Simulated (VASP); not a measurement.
# Dy2H (P-4m2) in VASP: a series of runs

Dy2H is run at these levels: PBE; tasks: relaxation of shape and atoms at fixed volume.

Everything below comes from runs of VASP 6.6.1. Logs are shortened: lines on timing, memory, paths and dates and some standing lists are left out, and cuts for length are marked.

### Step 1. The cell of the first run

It takes space group P-4m2 (No. 115, tetragonal). Conventional cell: a = 3.685 Å, b = 3.685 Å, c = 5.324 Å, α = 90.00°, β = 90.00°, γ = 90.00°. Within 2.9 Å of Dy (site symmetry 2mm) lie 2 H at 2.22 Å. Within 2.9 Å of H (site symmetry -4m2) lie 4 Dy at 2.22 Å.

### Step 2. Relaxation of shape and atoms at fixed volume, PBE (24.10 Å³/atom)

File INCAR:

```
SYSTEM = Dy2H
PREC = Accurate
ENCUT = 500
EDIFF = 1E-7
ISMEAR = 0
SIGMA = 0.1
LREAL = .FALSE.
LASPH = .TRUE.
NELM = 200
ALGO = Normal
ISIF = 4
LWAVE = .FALSE.
LCHARG = .FALSE.
GGA = PE
IBRION = 2
NSW = 50
EDIFFG = -0.01
GGA_COMPAT = .FALSE.
NELMIN = 4
LMAXMIX = 6
```

File KPOINTS:

```
Automatic mesh
0
G
  10 10 8
  0 0 0
```

File POSCAR:

```
Dy2H
1.0
    3.6852341323      0.0000000000      0.0000000000
    0.0000000000      3.6852341323      0.0000000000
    0.0000000000      0.0000000000      5.3242576418
Dy H
2 1
Direct
    0.0000000000      0.5000000000      0.7667820926
    0.5000000000      0.0000000000      0.2332179074
    0.0000000000      0.0000000000      0.0000000000
```

Potentials or basis: VASP PAW PBE potentials, release 64 (Dy_3, H), 4f in core.

On the command line:

```bash
> cat potpaw_PBE.64/Dy_3/POTCAR potpaw_PBE.64/H/POTCAR > POTCAR
> mpirun -np 1 vasp_std > vasp.out
```

OUTCAR:

```text
SYSTEM = Dy2H
   PREC = Accurate
   ENCUT = 500
   EDIFF = 1E-7
   ISMEAR = 0
   LREAL = .FALSE.
   LASPH = .TRUE.
   NELM = 200
   ISIF = 4
   GGA = PE
   IBRION = 2
   NSW = 50
   EDIFFG = -0.01
   NELMIN = 4

 ion  position               nearest neighbor table
   1  0.000  0.500  0.767-   3 2.22   3 2.22   2 3.60   2 3.60   2 3.60   2 3.60
   2  0.500  0.000  0.233-   3 2.22   3 2.22   1 3.60   1 3.60   1 3.60   1 3.60
   3  0.000  0.000  0.000-   1 2.22   2 2.22   1 2.22   2 2.22

  LATTYP: Found a simple tetragonal cell.
 ALAT       =     3.6852341323
 C/A-ratio  =     1.4447542410

  Lattice vectors:

 A1 = (   3.6852341323,   0.0000000000,   0.0000000000)
 A2 = (   0.0000000000,   3.6852341323,   0.0000000000)
 A3 = (   0.0000000000,   0.0000000000,   5.3242576418)

Analysis of symmetry for initial positions (statically):
=====================================================================
 Subroutine PRICEL returns:
 Original cell was already a primitive cell.

 Routine SETGRP: Setting up the symmetry group for a
 simple tetragonal supercell.

 Subroutine GETGRP returns: Found  8 space group operations
 (whereof  8 operations were pure point group operations)
 out of a pool of 16 trial point group operations.

The static configuration has the point symmetry D_2d.

Analysis of symmetry for dynamics (positions and initial velocities):
=====================================================================
 Subroutine PRICEL returns:
 Original cell was already a primitive cell.

 Routine SETGRP: Setting up the symmetry group for a
 simple tetragonal supercell.

 Subroutine GETGRP returns: Found  8 space group operations
 (whereof  8 operations were pure point group operations)
 out of a pool of 16 trial point group operations.

The dynamic configuration has the point symmetry D_2d.

 Subroutine INISYM returns: Found  8 space group operations
 (whereof  8 operations are pure point group operations),
 and found     1 'primitive' translations

----------------------------------------------------------------------------------------

                                     Primitive cell

  volume of cell :      72.3085

  direct lattice vectors                    reciprocal lattice vectors
     3.685234132  0.000000000  0.000000000     0.271353180  0.000000000  0.000000000
     0.000000000  3.685234132  0.000000000     0.000000000  0.271353180  0.000000000
     0.000000000  0.000000000  5.324257642     0.000000000  0.000000000  0.187819611

  length of vectors
     3.685234132  3.685234132  5.324257642     0.271353180  0.271353180  0.187819611

  position of ions in fractional coordinates (direct lattice)
     0.000000000  0.500000000  0.766782093
     0.500000000  0.000000000  0.233217907
     0.000000000  0.000000000  0.000000000

  ion indices of the primitive-cell ions
   primitive index   ion index
                 1           1
                 2           2
                 3           3

----------------------------------------------------------------------------------------

 KPOINTS: Automatic mesh

Automatic generation of k-mesh.
 Grid dimensions read from file:
 generate k-points for:   10   10    8

 Generating k-lattice:

  Cartesian coordinates                     Fractional coordinates (reciprocal lattice)
     0.027135318  0.000000000  0.000000000     0.100000000  0.000000000  0.000000000
     0.000000000  0.027135318  0.000000000     0.000000000  0.100000000  0.000000000
     0.000000000  0.000000000  0.023477451     0.000000000  0.000000000  0.125000000

  Length of vectors
     0.027135318  0.027135318  0.023477451

  Shift w.r.t. Gamma in fractional coordinates (k-lattice)
     0.000000000  0.000000000  0.000000000

 Subroutine IBZKPT returns following result:
 ===========================================

 Found    105 irreducible k-points:

 Following reciprocal coordinates:
            Coordinates               Weight
  0.000000  0.000000  0.000000      1.000000
  0.100000  0.000000  0.000000      4.000000
  0.200000  0.000000  0.000000      4.000000
  0.300000  0.000000  0.000000      4.000000
  0.400000  0.000000  0.000000      4.000000
  0.500000  0.000000  0.000000      2.000000
[... 16 lines left out ...]
  0.100000  0.000000  0.125000      8.000000
  0.200000  0.000000  0.125000      8.000000
 [... further k-points ...]
   k-points           NKPTS =    105   k-points in BZ     NKDIM =    105   number of bands    NBANDS=     13
   number of dos      NEDOS =    301   number of ions     NIONS =      3
   total plane-waves  NPLWV =  31360
   dimension x,y,z NGX =    28 NGY =   28 NGZ =   40
   dimension x,y,z NGXF=    56 NGYF=   56 NGZF=   80
   ions per type =               2   1
   NGX,Y,Z   is equivalent  to a cutoff of  12.63, 12.63, 12.49 a.u.
   NGXF,Y,Z  is equivalent  to a cutoff of  25.26, 25.26, 24.98 a.u.
 SYSTEM =  Dy2H
   PREC   = accura    normal or accurate (medium, high low for compatibility)
   ISTART =      0    job   : 0-new  1-cont  2-samecut
   ICHARG =      2    charge: 1-file 2-atom 10-const
   ISPIN  =      1    spin polarized calculation?
   LNONCOLLINEAR =      F non collinear calculations
   LSORBIT =      F    spin-orbit coupling
   LASPH  =      T    aspherical Exc in radial PAW
   ENCUT  =  500.0 eV  36.75 Ry    6.06 a.u.   6.72  6.72  9.71*2*pi/ulx,y,z
   NELM   =    200;   NELMIN=  4; NELMDL= -5     # of ELM steps
   EDIFF  = 0.1E-06   stopping-criterion for ELM
   LREAL  =      F    real-space projection
   EDIFFG = -.1E-01   stopping-criterion for IOM
   NSW    =     50    number of steps for IOM
   IBRION =      2    ionic relax: 0-MD 1-quasi-New 2-CG
   NFREE  =      1    steps in history (QN), initial steepest desc. (CG)
   ISIF   =      4    stress and relaxation
   ISYM   =      2    0-nonsym 1-usesym 2-fastsym
   POTIM  = 0.5000    time-step for ionic-motion
   TEBEG  =    0.0;   TEEND  =   0.0 temperature during run
   PSTRESS=    0.0 pullay stress
   NELECT =      19.0000    total number of electrons
   NUPDOWN=      -1.0000    fix difference up-down
   EMIN   =  10.00;   EMAX   =-10.00  energy-range for DOS
   EFERMI =   0.00;   METHOD = LEGACY
   ISMEAR =     0;   SIGMA  =   0.10  broadening in eV -4-tet -1-fermi 0-gaus
   EFERMI_NEDOS =   21; number of points for ismear=-14 and -15
   IALGO  =     38    algorithm
   IMIX   =      4    mixing-type and parameters
     AMIX     =   0.40;   BMIX     =  1.00
     AMIX_MAG =   1.60;   BMIX_MAG =  1.00
  volume/ion in A,a.u.               =      24.10       162.65
  Fermi-wavevector in a.u.,A,eV,Ry     =   1.048567  1.981505 14.959514  1.099493
  Thomas-Fermi vector in A             =   2.183494
   LORBIT       =      0    0 simple, 1 ext, 2 COOP (PROOUT), +10 PAW based schemes
   GGA     = PE    functional components
   LHFCALC =     F    Hartree Fock is set to
   AEXX    =    0.0000 exact exchange contribution
   IVDW    =     0    specifies the selected vdW correction
   LEPSILON=     F    determine dielectric tensor
   LRPA    =     F    only Hartree local field effects (RPA)
 conjugate gradient relaxation of ions
 non-spin polarized calculation
 Gauss-broadening in eV      SIGMA  =   0.10
  energy-cutoff  :      500.00
  volume of cell :       72.31
 maximum number of plane-waves:      1888
 NGX is ok and might be reduce to    28
   NGX = 13   NGY = 13   NGZ = 19

--------------------------------------- Ionic step        1  -------------------------------------------

 number of electron      18.9999998 magnetization

 Free energy of the ion-electron system (eV)
  ---------------------------------------------------
  ext. energy  EPLUGINS =         0.00000000
  ---------------------------------------------------
  free energy    TOTEN  =       -13.23662662 eV

  energy without entropy =      -13.22418715  energy(sigma->0) =      -13.23040689

------------------------ aborting loop because EDIFF is reached ----------------------------------------

  FORCE on cell =-STRESS in cart. coord.  units (eV):
  Direction    XX          YY          ZZ          XY          YZ          ZX
  --------------------------------------------------------------------------------------
  -------------------------------------------------------------------------------------
  Total       -1.0395718     -1.0395718     -1.0381957      0.0000000      0.0000000      0.0000000
  in kB      -23.0343432    -23.0343432    -23.0038532      0.0000000      0.0000000      0.0000000
  external PRESSURE =     -23.0241799 kB  Pullay stress =       0.0000000 kB
[... 59 lines left out ...]
  energy  without entropy=      -13.2244159930  energy(sigma->0) =      -13.23063010

--------------------------------------- Ionic step        3  -------------------------------------------

 number of electron      18.9999998 magnetization

 Free energy of the ion-electron system (eV)
  ---------------------------------------------------
  ext. energy  EPLUGINS =         0.00000000
  ---------------------------------------------------
  free energy    TOTEN  =       -13.23702382 eV

  energy without entropy =      -13.22461871  energy(sigma->0) =      -13.23082127

 E-fermi :   2.7126     XC(G=0):  -9.4804

 val. band max:        2.6898958050   @ k =   0.3000   0.1000   0.1250
 cond. band min:       2.7187164460   @ k =   0.3000   0.1000   0.2500
 fundamental gap:      0.0288206410
 Fermi energy:         2.7126145792

 k-point     1 :       0.0000    0.0000    0.0000
  band No.  band energies     occupation
      1     -21.0926      2.00000
      2     -20.8457      2.00000
      3     -20.8457      2.00000
      4     -20.6625      2.00000
      5     -20.6625      2.00000
      6     -20.6566      2.00000
      7      -3.9635      2.00000
      8       0.2331      2.00000
      9       0.8578      2.00000
     10       3.3874      0.00000
     11       4.1639      0.00000
     12       4.2788      0.00000
     13       4.2788      0.00000
[... 353 lines left out ...]
 k-point    24 :       0.2000    0.0000    0.1250
  band No.  band energies     occupation
      1     -21.0532      2.00000
      2     -20.9190      2.00000
      3     -20.8218      2.00000
      4     -20.7735      2.00000
      5     -20.6780      2.00000
      6     -20.6721      2.00000
      7      -3.4736      2.00000
      8       0.3232      2.00000
      9       1.4592      2.00000
     10       2.9920      0.00008
     11       3.6712      0.00000
     12       4.4568      0.00000
     13       4.5348      0.00000

 [... further k-points ...]
[... 5 lines left out ...]
  --------------------------------------------------------------------------------------
  -------------------------------------------------------------------------------------
  Total       -0.9992726     -0.9992726     -0.9963345      0.0000000      0.0000000     -0.0000000
  in kB      -22.1414118    -22.1414118    -22.0763124      0.0000000      0.0000000     -0.0000000
  external PRESSURE =     -22.1197120 kB  Pullay stress =       0.0000000 kB
[... 18 lines left out ...]
  FREE ENERGIE OF THE ION-ELECTRON SYSTEM (eV)
  ---------------------------------------------------
  free  energy   TOTEN  =       -13.2370238207 eV

  energy  without entropy=      -13.2246187134  energy(sigma->0) =      -13.23082127

 reached required accuracy - stopping structural energy minimisation
```

Wall time 72 s (1 thread of AMD EPYC 9R45 (Zen 5), shared host); peak memory 0.22 GiB.

What came out:

```
Free energy               : -13.2370 eV
Energy gained by relaxing : 0.1 meV/atom
Ionic steps               : 3
Pressure after relaxing   : -2.2 GPa
Band gap on the k mesh    : zero (an odd number of electrons rules out a gap without spin polarisation)
```

The path:
```
step  energy change (eV)  largest force (eV/Å)  pressure (GPa)  volume (Å³)
   1              0.0000                0.0519           -2.30        72.31
   2             -0.0002                0.0351           -2.27        72.31
   3             -0.0004                0.0006           -2.21        72.31
```

Final structure:
```cif
data_structure
_symmetry_space_group_name_H-M 'P 1'
_symmetry_Int_Tables_number 1
_cell_length_a 3.6852
_cell_length_b 3.6852
_cell_length_c 5.3245
_cell_angle_alpha 90.000
_cell_angle_beta 90.000
_cell_angle_gamma 90.000
_cell_volume 72.31
loop_
_atom_site_label
_atom_site_type_symbol
_atom_site_fract_x
_atom_site_fract_y
_atom_site_fract_z
_atom_site_occupancy
Dy1 Dy 0.00000 0.50000 0.76823 1
Dy2 Dy 0.50000 0.00000 0.23177 1
H1 H 0.00000 0.00000 0.00000 1
```

Caveat: spin-orbit coupling is left out, which moves the levels of the heavy elements; the 4f electrons are frozen in the core, so they carry no moment and show no levels.

### Step 3. Relaxation of shape and atoms at fixed volume, PBE (25.01 Å³/atom)

This run uses another cell than the first one, of 25.01 Å³/atom.

File INCAR:

```
PREC     = Accurate       # precision mode
ENCUT    = 500            # plane-wave cutoff, eV
EDIFF    = 1E-7           # SCF threshold, eV
ISMEAR   = 0              # smearing method
SIGMA    = 0.1            # smearing width, eV
LREAL    = F              # projectors in reciprocal space
LASPH    = T              # aspherical terms in the spheres
NELM     = 200            # most SCF steps
ALGO     = Normal         # electronic algorithm
ISIF     = 4              # what is computed and relaxed
LWAVE    = F              # write WAVECAR
LCHARG   = F              # write CHGCAR
GGA      = PE             # functional
IBRION   = 2              # ionic algorithm
NSW      = 50             # ionic steps
EDIFFG   = -0.01          # ionic threshold
GGA_COMPAT= F            
NELMIN   = 4            
LMAXMIX  = 6              # l up to which the mixer works
```

File KPOINTS:

```
regular mesh
0
Gamma
  10 10 8
```

File POSCAR:

```
Dy2H
1.0
    3.7297372670      0.0000000000      0.0000000000
    0.0000000000      3.7297372670      0.0000000000
    0.0000000000      0.0000000000      5.3941071935
Dy H
2 1
Direct
    0.0000000000      0.5000000000      0.7688029210
    0.5000000000      0.0000000000      0.2311970790
    0.0000000000      0.0000000000      0.0000000000
```

Potentials or basis: VASP PAW PBE potentials, release 64 (Dy_3, H), 4f in core.

On the command line:

```bash
> cat potpaw_PBE.64/Dy_3/POTCAR potpaw_PBE.64/H/POTCAR > POTCAR
> mpirun -np 1 vasp_std > vasp.out
```

It took 77 s on 1 thread of AMD EPYC 9R45 (Zen 5), shared host; peak memory 0.22 GiB.

The run converged. Its results:

```yaml
Free_energy: -13.1883 eV
Energy_gained_by_relaxing: 0.3 meV/atom
Ionic_steps: 3
Pressure_after_relaxing: -3.5 GPa
Band_gap_on_the_k_mesh: zero (an odd number of electrons rules out a gap without spin polarisation)
```

Step by step:
| step | energy change (eV) | largest force (eV/Å) | pressure (GPa) | volume (Å³) |
| --- | --- | --- | --- | --- |
| 1 | 0.0000 | 0.0728 | -3.67 | 75.04 |
| 2 | -0.0004 | 0.0517 | -3.63 | 75.04 |
| 3 | -0.0009 | 0.0020 | -3.54 | 75.04 |

Final structure:
```
Dy H
1.0
     3.72961    0.00000    0.00000
     0.00000    3.72961    0.00000
     0.00000    0.00000    5.39448
Dy H
2 1
Direct
  0.00000 0.50000 0.77105
  0.50000 0.00000 0.22895
  0.00000 0.00000 0.00000
```

Levels at points of the mesh, in eV from the Fermi level:
| k point | band 6 | band 7 | band 8 | band 9 | band 10 | band 11 | band 12 | band 13 |
| --- | --- | --- | --- | --- | --- | --- | --- | --- |
| (0.00, 0.00, 0.00) | -23.49 | -6.60 | -2.45 | -1.78 | 0.61 | 1.43 | 1.53 | 1.53 |
| (0.50, 0.00, 0.00) | -23.51 | -5.36 | -1.77 | -0.70 | 0.11 | 0.54 | 0.79 | 2.03 |
| (0.50, 0.50, 0.00) | -23.60 | -4.83 | -1.71 | -1.71 | -0.69 | 0.62 | 1.94 | 4.86 |
| (0.00, 0.00, 0.50) | -23.52 | -6.04 | -3.11 | -1.28 | 0.37 | 0.93 | 1.94 | 2.28 |
| (0.50, 0.00, 0.50) | -23.51 | -5.48 | -2.02 | -0.40 | 0.44 | 1.26 | 1.31 | 1.45 |
| (0.50, 0.50, 0.50) | -23.63 | -4.76 | -0.80 | -0.80 | 0.16 | 0.33 | 0.45 | 2.13 |

Caveat: spin-orbit coupling is left out, which moves the levels of the heavy elements; the 4f electrons are frozen in the core, so they carry no moment and show no levels. Spin polarisation is off, so any magnetic state and its effect on volume and gap are missing.

The gap in the log of VASP goes by the Fermi energy; the results here count the filled bands.